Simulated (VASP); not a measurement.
# Ce (I4/mmm) in VASP: a series of runs

Runs on Ce. Level: PBE. Tasks: single point.

Everything below comes from runs of VASP 6.6.1. Logs are shortened: lines on timing, memory, paths and dates and some standing lists are left out, and cuts for length are marked.

**1. The cell of the first run**

It takes space group I4/mmm (No. 139, tetragonal). The conventional cell has a = 3.306 Å, b = 3.306 Å, c = 4.650 Å, α = 90.00°, β = 90.00°, γ = 90.00°. Ce (site symmetry 4/mmm) has 12 Ce at 3.30 to 3.31 Å within 4.3 Å.

**2. Single point, PBE, collinear spin, antiferromagnetic start (25.42 Å³/atom)**

INCAR

```
PREC = Accurate
ENCUT = 520
EDIFF = 1E-6
ISMEAR = -1
SIGMA = 0.05
LREAL = False
LASPH = True
NELM = 150
ALGO = Normal
ISIF = 2
LWAVE = False
LCHARG = False
ISPIN = 2
MAGMOM = 1 -1
LORBIT = 11
LMAXMIX = 6
GGA = PE
NBANDS = 23
```

KPOINTS

```
Automatic mesh
0
Gamma
  12 12 9
```

POSCAR

```
Ce
1.0
    3.3062608433      0.0000000000      0.0000000000
    0.0000000000      3.3062608433      0.0000000000
    0.0000000000      0.0000000000      4.6499846169
Ce
2
Direct
    1.0000000000      0.0000000000      0.0000000000
    0.5000000000      0.5000000000      0.5000000000
```

Potentials or basis: VASP PAW PBE potentials, release 64 (Ce).

The run is started by

```console
> cat potpaw_PBE.64/Ce/POTCAR > POTCAR
> mpirun -np 1 vasp_std > vasp.out
```

OUTCAR:

```text
PREC = Accurate
   ENCUT = 520
   EDIFF = 1E-6
   ISMEAR = -1
   LREAL = False
   LASPH = True
   NELM = 150
   ISIF = 2
   ISPIN = 2
   LORBIT = 11
   GGA = PE

 ion  position               nearest neighbor table
   1  0.000  0.000  0.000-
   2  0.500  0.500  0.500-

  LATTYP: Found a simple tetragonal cell.
 ALAT       =     3.3062608433
 C/A-ratio  =     1.4064179559

  Lattice vectors:

 A1 = (   3.3062608433,   0.0000000000,   0.0000000000)
 A2 = (   0.0000000000,   3.3062608433,   0.0000000000)
 A3 = (   0.0000000000,   0.0000000000,   4.6499846169)

Analysis of symmetry for initial positions (statically):
=====================================================================
 Subroutine PRICEL returns following result:

  LATTYP: Found a body centered tetragonal cell.
 ALAT       =     3.3062608433
 C/A-ratio  =     1.4064179559
[... 12 lines left out ...]
 Subroutine GETGRP returns: Found 16 space group operations
 (whereof 16 operations were pure point group operations)
 out of a pool of 16 trial point group operations.

The static configuration has the point symmetry D_4h.

Analysis of symmetry for dynamics (positions and initial velocities):
=====================================================================
 Subroutine PRICEL returns following result:

  LATTYP: Found a body centered tetragonal cell.
 ALAT       =     3.3062608433
 C/A-ratio  =     1.4064179559
[... 12 lines left out ...]
 Subroutine GETGRP returns: Found 16 space group operations
 (whereof 16 operations were pure point group operations)
 out of a pool of 16 trial point group operations.

The dynamic configuration has the point symmetry D_4h.

Analysis of structural, dynamic, and magnetic symmetry:
=====================================================================
 Subroutine PRICEL returns following result:

  LATTYP: Found a body centered tetragonal cell.
 ALAT       =     3.3062608433
 C/A-ratio  =     1.4064179559
[... 12 lines left out ...]
 Subroutine GETGRP returns: Found 16 space group operations
 (whereof 16 operations were pure point group operations)
 out of a pool of 16 trial point group operations.

The overall configuration has the point symmetry D_4h.

 Subroutine INISYM returns: Found 16 space group operations
 (whereof 16 operations are pure point group operations),
 and found     2 'primitive' translations

[... 114 lines left out ...]
  Fermi-wavevector in a.u.,A,eV,Ry     =   1.274784  2.408993 22.110484  1.625075
  Thomas-Fermi vector in A             =   2.407533
   LORBIT       =     11    0 simple, 1 ext, 2 COOP (PROOUT), +10 PAW based schemes
   GGA     = PE    functional components
   LHFCALC =     F    Hartree Fock is set to
   AEXX    =    0.0000 exact exchange contribution
   IVDW    =     0    specifies the selected vdW correction
   LEPSILON=     F    determine dielectric tensor
   LRPA    =     F    only Hartree local field effects (RPA)
 spin polarized calculation
  energy-cutoff  :      520.00
  volume of cell :       50.83
 maximum number of plane-waves:      1393
 NGX is ok and might be reduce to    28
   NGX = 13   NGY = 13   NGZ = 17

 number of electron      24.0000001 magnetization      -0.0000000

 number of electron      24.0000001 magnetization       0.0000000

 Free energy of the ion-electron system (eV)
  ---------------------------------------------------
  ext. energy  EPLUGINS =         0.00000000
  ---------------------------------------------------
  free energy    TOTEN  =       -11.87039407 eV

  energy without entropy =      -11.83265552  energy(sigma->0) =      -11.85152480

 E-fermi :   9.9052     XC(G=0): -11.4917

 val. band max:        9.9006422071   @ k =   0.2500   0.0000   0.2222
 cond. band min:       9.9122509212   @ k =   0.2500   0.2500   0.0000
 fundamental gap:      0.0116087141
 Fermi energy:         9.9052068946

 spin component 1

 k-point     1 :       0.0000    0.0000    0.0000
  band No.  band energies     occupation
      1     -24.9332      1.00000
      2     -24.1167      1.00000
      3      -8.8274      1.00000
      4      -7.0650      1.00000
      5      -7.0650      1.00000
      6      -5.9108      1.00000
[... 613 lines left out ...]
     22      10.7543      0.00000
     23      10.8367      0.00000

 [... further k-points ...]

 spin component 2

 k-point     1 :       0.0000    0.0000    0.0000
  band No.  band energies     occupation
      1     -24.9332      1.00000
      2     -24.1167      1.00000
      3      -8.8274      1.00000
      4      -7.0650      1.00000
      5      -7.0650      1.00000
      6      -5.9108      1.00000
[... 613 lines left out ...]
     22      10.7543      0.00000
     23      10.8369      0.00000

 [... further k-points ...]

------------------------ aborting loop because EDIFF is reached ----------------------------------------

  FORCE on cell =-STRESS in cart. coord.  units (eV):
  Direction    XX          YY          ZZ          XY          YZ          ZX
  --------------------------------------------------------------------------------------
  -------------------------------------------------------------------------------------
  Total        0.4416139      0.4416139      0.5732137      0.0000000      0.0000000      0.0000000
  in kB       13.9196248     13.9196248     18.0676377      0.0000000      0.0000000      0.0000000
  external PRESSURE =      15.3022958 kB  Pullay stress =       0.0000000 kB

 VOLUME and BASIS-vectors are now :
 -----------------------------------------------------------------------------
  energy-cutoff  :      520.00
  volume of cell :       50.83
      direct lattice vectors                 reciprocal lattice vectors
     3.306260843  0.000000000  0.000000000     0.302456475  0.000000000  0.000000000
     0.000000000  3.306260843  0.000000000     0.000000000  0.302456475  0.000000000
     0.000000000  0.000000000  4.649984617     0.000000000  0.000000000  0.215054475

 POSITION                                       TOTAL-FORCE (eV/Angst)
 -----------------------------------------------------------------------------------
      0.00000      0.00000      0.00000        -0.000000     -0.000000      0.000000
      1.65313      1.65313      2.32499         0.000000      0.000000     -0.000000
 -----------------------------------------------------------------------------------
    total drift:                               -0.000000      0.000000      0.000000

  FREE ENERGIE OF THE ION-ELECTRON SYSTEM (eV)
  ---------------------------------------------------
  free  energy   TOTEN  =       -11.8703940729 eV

  energy  without entropy=      -11.8326555246  energy(sigma->0) =      -11.85152480

 total charge

# of ion       s       p       d       f       tot
--------------------------------------------------
    1        2.088   5.556   1.298   1.041   9.983
    2        2.088   5.556   1.298   1.041   9.983
--------------------------------------------------
tot          4.176  11.112   2.596   2.083  19.967

 magnetization (x)

# of ion       s       p       d       f       tot
--------------------------------------------------
    1        0.000   0.000  -0.000  -0.001  -0.001
    2       -0.000  -0.000   0.000   0.001   0.001
--------------------------------------------------
tot          0.000   0.000   0.000   0.000   0.000
```

OSZICAR:

```text
N       E                     dE             d eps       ncg     rms          rms(c)
DAV:   1     0.238884115916E+03    0.23888E+03   -0.95302E+03 12976   0.135E+03
DAV:   2     0.198535734383E+02   -0.21903E+03   -0.20567E+03 16248   0.244E+02
DAV:   3    -0.115030766334E+02   -0.31357E+02   -0.29967E+02 17310   0.101E+02
DAV:   4    -0.128718231242E+02   -0.13687E+01   -0.13420E+01 23865   0.209E+01
DAV:   5    -0.129583160666E+02   -0.86493E-01   -0.86148E-01 21781   0.540E+00    0.157E+01
DAV:   6    -0.126143700676E+02    0.34395E+00   -0.21403E+01 19027   0.227E+01    0.735E+00
DAV:   7    -0.120100557212E+02    0.60431E+00   -0.10356E+01 20670   0.206E+01    0.658E+00
DAV:   8    -0.118468810914E+02    0.16317E+00   -0.17600E+00 23204   0.713E+00    0.740E-01
DAV:   9    -0.118698843515E+02   -0.23003E-01   -0.13910E-01 22457   0.185E+00    0.808E-01
DAV:  10    -0.118712132283E+02   -0.13289E-02   -0.19556E-02 23770   0.618E-01    0.716E-01
DAV:  11    -0.118717607800E+02   -0.54755E-03   -0.20584E-03 22936   0.238E-01    0.617E-01
DAV:  12    -0.118703327466E+02    0.14280E-02   -0.14216E-02 21415   0.709E-01    0.134E-01
DAV:  13    -0.118703715391E+02   -0.38793E-04   -0.34954E-04 23161   0.121E-01    0.567E-02
DAV:  14    -0.118703877129E+02   -0.16174E-04   -0.37560E-05 22272   0.343E-02    0.375E-02
DAV:  15    -0.118703932629E+02   -0.55500E-05   -0.28682E-05 22784   0.382E-02    0.160E-02
DAV:  16    -0.118703940729E+02   -0.81004E-06   -0.35183E-06 18875   0.149E-02
   1 F= -.11870394E+02 E0= -.11851525E+02  d E =-.377385E-01  mag=    -0.0000
```

Run time: 3 min. Hardware: 1 thread of Intel Xeon 6975P-C (Granite Rapids), shared host; peak memory 0.38 GiB.

What came out:

| Item | Value |
| --- | --- |
| Free energy | -11.8704 eV |
| Pressure | 1.5 GPa |
| Band gap on the k mesh | zero (filled and empty bands overlap) |
| Net moment | 0.00 μB per cell |
| Valence electrons inside the program's atomic spheres | Ce 9.98 |

Stress tensor (GPa, compression positive):
```
1.39 0.00 0.00
0.00 1.39 0.00
0.00 0.00 1.81
```

Caveat: the magnetic or orbital state may not be the lowest; the moments typed at the start vanished in this run; spin-orbit coupling is left out, which moves the levels of the heavy elements; semilocal functionals describe open f shells poorly, which spoils levels, moments and volumes. The state reached can hang on the start; a lower one may exist.

**3. Single point, PBE, collinear spin, antiferromagnetic start (26.47 Å³/atom)**

This run uses another cell than the first one, of 26.47 Å³/atom.

INCAR

```
ALGO     = Normal         # electronic algorithm
EDIFF    = 1E-6           # SCF threshold, eV
ENCUT    = 520            # plane-wave cutoff, eV
GGA      = PE             # functional
ISIF     = 2              # what is computed and relaxed
ISMEAR   = -1             # smearing method
ISPIN    = 2              # spin polarisation
LASPH    = T              # aspherical terms in the spheres
LCHARG   = F              # write CHGCAR
LMAXMIX  = 6              # l up to which the mixer works
LORBIT   = 11             # projections on sites
LREAL    = F              # projectors in reciprocal space
LWAVE    = F              # write WAVECAR
MAGMOM   = 1 -1           # initial moments
NBANDS   = 23             # bands
NELM     = 150            # most SCF steps
PREC     = Accurate       # precision mode
SIGMA    = 0.05           # smearing width, eV
```

KPOINTS

```
k-points
0
Gamma
  12 12 9
```

POSCAR

```
Ce
1.0
    3.3515577165      0.0000000000      0.0000000000
    0.0000000000      3.3515577165      0.0000000000
    0.0000000000      0.0000000000      4.7136909528
Ce
2
Direct
    1.0000000000      0.0000000000      0.0000000000
    0.5000000000      0.5000000000      0.5000000000
```

Potentials or basis: VASP PAW PBE potentials, release 64 (Ce).

The run is started by

```console
> cat potpaw_PBE.64/Ce/POTCAR > POTCAR
> mpirun -np 1 vasp_std > vasp.out
```

Run time: 2.9 min. Hardware: 1 thread of Intel Xeon 6975P-C (Granite Rapids), shared host; peak memory 0.39 GiB.

Results (log left out):

```
Free energy                                           : -11.8818 eV
Pressure                                              : -0.2 GPa
Band gap on the k mesh                                : zero (filled and empty bands overlap)
Net moment                                            : 0.00 μB per cell
Valence electrons inside the program's atomic spheres : Ce 9.93
```

Stress tensor (GPa, compression positive):
```
-0.32  0.00  0.00
 0.00 -0.32  0.00
 0.00  0.00  0.12
```

Levels at points of the mesh, in eV from the Fermi level:
Spin up:
```csv
k point,band 8,band 9,band 10,band 11,band 12,band 13,band 14,band 15,band 16,band 17
"(0.00, 0.00, 0.00)",-15.94,-2.90,-2.89,-2.23,-0.22,0.37,0.37,0.38,0.51,0.61
"(0.50, 0.00, 0.00)",-16.33,-0.77,-0.77,-0.13,-0.13,0.15,0.15,0.47,0.47,0.56
"(0.50, 0.50, 0.00)",-16.95,-2.87,-2.87,-2.21,-2.21,0.52,0.52,0.61,0.61,0.62
```
Spin down:
```
           k point  band 8  band 9  band 10  band 11  band 12  band 13  band 14  band 15  band 16  band 17
(0.00, 0.00, 0.00)  -15.94   -2.90    -2.89    -2.23    -0.22     0.37     0.37     0.38     0.51     0.61
(0.50, 0.00, 0.00)  -16.33   -0.77    -0.77    -0.13    -0.13     0.15     0.15     0.47     0.47     0.56
(0.50, 0.50, 0.00)  -16.95   -2.87    -2.87    -2.21    -2.21     0.52     0.52     0.61     0.61     0.62
```

Caveat: the magnetic or orbital state may not be the lowest; the moments typed at the start vanished in this run; spin-orbit coupling is left out, which moves the levels of the heavy elements; semilocal functionals describe open f shells poorly, which spoils levels, moments and volumes. The state reached can hang on the start; a lower one may exist.
